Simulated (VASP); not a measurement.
# BP in VASP: a series of runs, part 2 of 2

VASP 6.6.1. Earlier steps stand in the parts before.

## (4) Single point, LDA (equal xx and yy strain of -1 %)

INCAR

```
SYSTEM = BP
  PREC = Accurate
  ENCUT = 520
  EDIFF = 1E-6
  ISMEAR = -1
  SIGMA = 0.08
  LREAL = .False.
  LASPH = .True.
  NELM = 60
  ALGO = Normal
  ISIF = 2
  LWAVE = .False.
  LCHARG = .False.
  NBANDS = 11
```

KPOINTS

```
Automatic mesh
0
Gamma
  12 12 12
  0 0 0
```

POSCAR

```
BP
1.0
    0.0000000000      2.2463100000      2.2690000000
    2.2463100000      0.0000000000      2.2690000000
    2.2463100000      2.2463100000      0.0000000000
B P
1 1
Direct
    0.0000000000      0.0000000000      0.0000000000
    0.7500000000      0.7500000000      0.7500000000
```

Potentials or basis: VASP PAW LDA potentials, release 64 (B, P).

Command:

```console
$ cat potpaw_LDA.64/B/POTCAR potpaw_LDA.64/P/POTCAR > POTCAR
$ mpirun -np 1 vasp_std > vasp.out
```

OUTCAR:

```text
SYSTEM = BP
   PREC = Accurate
   ENCUT = 520
   EDIFF = 1E-6
   ISMEAR = -1
   LREAL = .False.
   LASPH = .True.
   NELM = 60
   ISIF = 2

 ion  position               nearest neighbor table
   1  0.000  0.000  0.000-   2 1.95   2 1.95   2 1.95   2 1.95
   2  0.750  0.750  0.750-   1 1.95   1 1.95   1 1.95   1 1.95

  LATTYP: Found a body centered tetragonal cell.
 ALAT       =     3.1767620673
 C/A-ratio  =     1.4284985479

  Lattice vectors:

 A1 = (  -2.2463100000,   0.0000000000,   2.2690000000)
 A2 = (   2.2463100000,   0.0000000000,   2.2690000000)
 A3 = (   0.0000000000,   2.2463100000,  -2.2690000000)

Analysis of symmetry for initial positions (statically):
=====================================================================
 Subroutine PRICEL returns:
 Original cell was already a primitive cell.

 Routine SETGRP: Setting up the symmetry group for a
 body centered tetragonal supercell.

 Subroutine GETGRP returns: Found  8 space group operations
 (whereof  8 operations were pure point group operations)
 out of a pool of 16 trial point group operations.

The static configuration has the point symmetry D_2d.

Analysis of symmetry for dynamics (positions and initial velocities):
=====================================================================
 Subroutine PRICEL returns:
 Original cell was already a primitive cell.

 Routine SETGRP: Setting up the symmetry group for a
 body centered tetragonal supercell.

 Subroutine GETGRP returns: Found  8 space group operations
 (whereof  8 operations were pure point group operations)
 out of a pool of 16 trial point group operations.

The dynamic configuration has the point symmetry D_2d.

 Subroutine INISYM returns: Found  8 space group operations
 (whereof  8 operations are pure point group operations),
 and found     1 'primitive' translations

----------------------------------------------------------------------------------------

                                     Primitive cell

  volume of cell :      22.8983

  direct lattice vectors                    reciprocal lattice vectors
     0.000000000  2.246310000  2.269000000    -0.222587265  0.222587265  0.220361393
     2.246310000  0.000000000  2.269000000     0.222587265 -0.222587265  0.220361393
     2.246310000  2.246310000  0.000000000     0.222587265  0.222587265 -0.220361393

  length of vectors
     3.192846632  3.192846632  3.176762067     0.384251643  0.384251643  0.384251643

  position of ions in fractional coordinates (direct lattice)
     0.000000000  0.000000000  0.000000000
     0.750000000  0.750000000  0.750000000

  ion indices of the primitive-cell ions
   primitive index   ion index
                 1           1
                 2           2

----------------------------------------------------------------------------------------

 KPOINTS: Automatic mesh

Automatic generation of k-mesh.
 Grid dimensions read from file:
 generate k-points for:   12   12   12

 Generating k-lattice:

  Cartesian coordinates                     Fractional coordinates (reciprocal lattice)
    -0.018548939  0.018548939  0.018363449     0.083333333  0.000000000  0.000000000
     0.018548939 -0.018548939  0.018363449     0.000000000  0.083333333  0.000000000
     0.018548939  0.018548939 -0.018363449     0.000000000  0.000000000  0.083333333

  Length of vectors
     0.032020970  0.032020970  0.032020970

  Shift w.r.t. Gamma in fractional coordinates (k-lattice)
     0.000000000  0.000000000  0.000000000

 Subroutine IBZKPT returns following result:
 ===========================================

 Found    163 irreducible k-points:

 Following reciprocal coordinates:
            Coordinates               Weight
  0.000000  0.000000  0.000000      1.000000
  0.083333  0.000000  0.000000      8.000000
  0.166667  0.000000  0.000000      8.000000
  0.250000  0.000000  0.000000      8.000000
  0.333333  0.000000  0.000000      8.000000
  0.416667  0.000000  0.000000      8.000000
[... 16 lines left out ...]
  0.500000  0.166667  0.000000      8.000000
 -0.416667  0.166667  0.000000      8.000000
 [... further k-points ...]
   k-points           NKPTS =    163   k-points in BZ     NKDIM =    163   number of bands    NBANDS=     11
   number of dos      NEDOS =    301   number of ions     NIONS =      2
   total plane-waves  NPLWV =  13824
   dimension x,y,z NGX =    24 NGY =   24 NGZ =   24
   dimension x,y,z NGXF=    48 NGYF=   48 NGZF=   48
   ions per type =               1   1
   NGX,Y,Z   is equivalent  to a cutoff of  12.50, 12.50, 12.56 a.u.
   NGXF,Y,Z  is equivalent  to a cutoff of  24.99, 24.99, 25.12 a.u.
 SYSTEM =  BP
   PREC   = accura    normal or accurate (medium, high low for compatibility)
   ISTART =      0    job   : 0-new  1-cont  2-samecut
   ICHARG =      2    charge: 1-file 2-atom 10-const
   ISPIN  =      1    spin polarized calculation?
   LNONCOLLINEAR =      F non collinear calculations
   LSORBIT =      F    spin-orbit coupling
   LASPH  =      T    aspherical Exc in radial PAW
   ENCUT  =  520.0 eV  38.22 Ry    6.18 a.u.   5.94  5.94  5.91*2*pi/ulx,y,z
   NELM   =     60;   NELMIN=  2; NELMDL= -5     # of ELM steps
   EDIFF  = 0.1E-05   stopping-criterion for ELM
   LREAL  =      F    real-space projection
   EDIFFG = 0.1E-04   stopping-criterion for IOM
   NSW    =      0    number of steps for IOM
   IBRION =     -1    ionic relax: 0-MD 1-quasi-New 2-CG
   NFREE  =      0    steps in history (QN), initial steepest desc. (CG)
   ISIF   =      2    stress and relaxation
   ISYM   =      2    0-nonsym 1-usesym 2-fastsym
   POTIM  = 0.5000    time-step for ionic-motion
   TEBEG  =    0.0;   TEEND  =   0.0 temperature during run
   PSTRESS=    0.0 pullay stress
   NELECT =       8.0000    total number of electrons
   NUPDOWN=      -1.0000    fix difference up-down
   EMIN   =  10.00;   EMAX   =-10.00  energy-range for DOS
   EFERMI =   0.00;   METHOD = LEGACY
   ISMEAR =    -1;   SIGMA  =   0.08  broadening in eV -4-tet -1-fermi 0-gaus
   EFERMI_NEDOS =   21; number of points for ismear=-14 and -15
   IALGO  =     38    algorithm
   IMIX   =      4    mixing-type and parameters
     AMIX     =   0.40;   BMIX     =  1.00
     AMIX_MAG =   1.60;   BMIX_MAG =  1.00
  volume/ion in A,a.u.               =      11.45        77.26
  Fermi-wavevector in a.u.,A,eV,Ry     =   1.153020  2.178892 18.088337  1.329455
  Thomas-Fermi vector in A             =   2.289667
   LORBIT       =      0    0 simple, 1 ext, 2 COOP (PROOUT), +10 PAW based schemes
   GGA     = CA    functional components
   LHFCALC =     F    Hartree Fock is set to
   AEXX    =    0.0000 exact exchange contribution
   IVDW    =     0    specifies the selected vdW correction
   LEPSILON=     F    determine dielectric tensor
   LRPA    =     F    only Hartree local field effects (RPA)
 non-spin polarized calculation
  energy-cutoff  :      520.00
  volume of cell :       22.90
 maximum number of plane-waves:       636
   NGX = 11   NGY = 11   NGZ = 11

 number of electron       8.0000001 magnetization

 Free energy of the ion-electron system (eV)
  ---------------------------------------------------
  ext. energy  EPLUGINS =         0.00000000
  ---------------------------------------------------
  free energy    TOTEN  =       -14.39668032 eV

  energy without entropy =      -14.39667086  energy(sigma->0) =      -14.39667559

 E-fermi :   8.2048     XC(G=0): -11.1712

 val. band max:        7.6808154275   @ k =   0.0000   0.0000   0.0000
 cond. band min:       8.7636902735   @ k =   0.4167   0.0000   0.4167
 fundamental gap:      1.0828748460
 Fermi energy:         8.2048157800

 k-point     1 :       0.0000    0.0000    0.0000
  band No.  band energies     occupation
      1      -7.9209      2.00000
      2       7.5807      1.99918
      3       7.6808      1.99714
      4       7.6808      1.99714
      5      11.0398      0.00000
      6      11.0398      0.00000
      7      11.0952      0.00000
      8      15.3229      0.00000
      9      19.0465      0.00000
     10      19.7501      0.00000
     11      20.0238      0.00000
[... 309 lines left out ...]
 k-point    24 :      -0.4167    0.1667    0.0000
  band No.  band energies     occupation
      1      -4.1811      2.00000
      2      -1.0391      2.00000
      3       3.6374      2.00000
      4       5.3747      2.00000
      5      11.2394      0.00000
      6      13.8113      0.00000
      7      13.9604      0.00000
      8      18.0807      0.00000
      9      19.6466      0.00000
     10      20.4958      0.00000
     11      23.7008      0.00000

 [... further k-points ...]

------------------------ aborting loop because EDIFF is reached ----------------------------------------

  FORCE on cell =-STRESS in cart. coord.  units (eV):
  Direction    XX          YY          ZZ          XY          YZ          ZX
  --------------------------------------------------------------------------------------
  -------------------------------------------------------------------------------------
  Total       -0.1660192     -0.1660192     -0.5618824      0.0000000     -0.0000000      0.0000000
  in kB      -11.6162236    -11.6162236    -39.3144448      0.0000000     -0.0000000      0.0000000
  external PRESSURE =     -20.8489640 kB  Pullay stress =       0.0000000 kB

 VOLUME and BASIS-vectors are now :
 -----------------------------------------------------------------------------
  energy-cutoff  :      520.00
  volume of cell :       22.90
      direct lattice vectors                 reciprocal lattice vectors
     0.000000000  2.246310000  2.269000000    -0.222587265  0.222587265  0.220361393
     2.246310000  0.000000000  2.269000000     0.222587265 -0.222587265  0.220361393
     2.246310000  2.246310000  0.000000000     0.222587265  0.222587265 -0.220361393

 POSITION                                       TOTAL-FORCE (eV/Angst)
 -----------------------------------------------------------------------------------
      0.00000      0.00000      0.00000        -0.000000     -0.000000     -0.000000
      3.36946      3.36946      3.40350         0.000000      0.000000      0.000000
 -----------------------------------------------------------------------------------
    total drift:                               -0.000000     -0.000000     -0.000000

  FREE ENERGIE OF THE ION-ELECTRON SYSTEM (eV)
  ---------------------------------------------------
  free  energy   TOTEN  =       -14.3966803219 eV

  energy  without entropy=      -14.3966708585  energy(sigma->0) =      -14.39667559
```

It took 41 s on 1 thread of Intel Xeon 8259CL, shared host; peak memory 0.15 GiB.

What came out:

```
Free energy            : -14.3967 eV
Pressure               : -2.1 GPa
Band gap on the k mesh : 1.08 eV, indirect (least direct gap 3.36 eV)
```

Caveat: the cell differs from its parent crystal (equal xx and yy strain of -1 %).

## (5) Single point, LDA (equal xx and yy strain of +1 %)

INCAR

```
SYSTEM = BP
  ALGO = Normal
  EDIFF = 1E-7
  ENCUT = 520
  ISIF = 2
  ISMEAR = -1
  LASPH = .True.
  LCHARG = .True.
  LELF = .True.
  LREAL = .False.
  LVHAR = .True.
  LWAVE = .False.
  NBANDS = 11
  NELM = 80
  PREC = Accurate
  SIGMA = 0.08
```

KPOINTS

```
k-points
0
Gamma
  12 12 12
  0 0 0
```

POSCAR

```
BP
1.0
    0.0000000000      2.2916900000      2.2690000000
    2.2916900000      0.0000000000      2.2690000000
    2.2916900000      2.2916900000      0.0000000000
B P
1 1
Direct
    0.0000000000      0.0000000000      0.0000000000
    0.7500000000      0.7500000000      0.7500000000
```

Command:

```console
$ cat potpaw_LDA.64/B/POTCAR potpaw_LDA.64/P/POTCAR > POTCAR
$ mpirun -np 1 vasp_std > vasp.out
```

Run time: 50 s. Hardware: 1 thread of Intel Xeon 8259CL, shared host; peak memory 0.15 GiB.

The run converged. Its results:

```
Free energy            : -14.3663 eV
Pressure               : -8.3 GPa
Band gap on the k mesh : 1.06 eV, indirect (least direct gap 3.25 eV)
```

Stress tensor (GPa, compression positive):
```
-9.16  0.00  0.00
 0.00 -9.16  0.00
 0.00  0.00 -6.58
```

Levels at points of the mesh, in eV from the valence-band top:
```
           k point  band 1  band 2  band 3  band 4  band 5  band 6  band 7  band 8  band 9
(0.00, 0.00, 0.00)  -15.28   -0.09   -0.09    0.00    3.25    3.30    3.30    7.00   11.06
(0.50, 0.00, 0.00)  -12.02   -8.93   -1.85   -1.73    3.59    4.55    4.66    9.79   14.20
(0.50, 0.50, 0.00)  -10.49   -8.39   -4.17   -4.17    1.20    1.41   11.75   11.75   14.74
(0.50, 0.00, 0.50)  -10.58   -8.48   -4.07   -4.05    1.31    1.55   11.65   11.84   14.63
```

Caveat: the cell differs from its parent crystal (equal xx and yy strain of +1 %). A k mesh can miss the band edges.

## (6) Summary

| cell | gap on the mesh (eV) | pressure (GPa) |
| --- | --- | --- |
| a = 3.272 Å, angles 60.0°, 2 atoms | 1.25 | -13.4 |
| a = 3.177, b = 3.177, c = 3.145 Å, angles 60.3, 60.3, 59.3°, 2 atoms | 0.98 | 1.4 |
| a = 3.193, b = 3.193, c = 3.177 Å, angles 60.2, 60.2, 59.7°, 2 atoms | 1.08 | -2.1 |
| a = 3.225, b = 3.225, c = 3.241 Å, angles 59.8, 59.8, 60.3°, 2 atoms | 1.06 | -8.3 |

Alike in all rows: task single point; level LDA; potentials or basis VASP PAW LDA potentials, release 64 (B, P); no spin polarisation; k mesh 12 × 12 × 12; cutoff (eV) 520; smearing fermi-dirac 0.08 eV.

Total energies depend on the potentials used, so only differences within one code and one set of settings carry meaning.
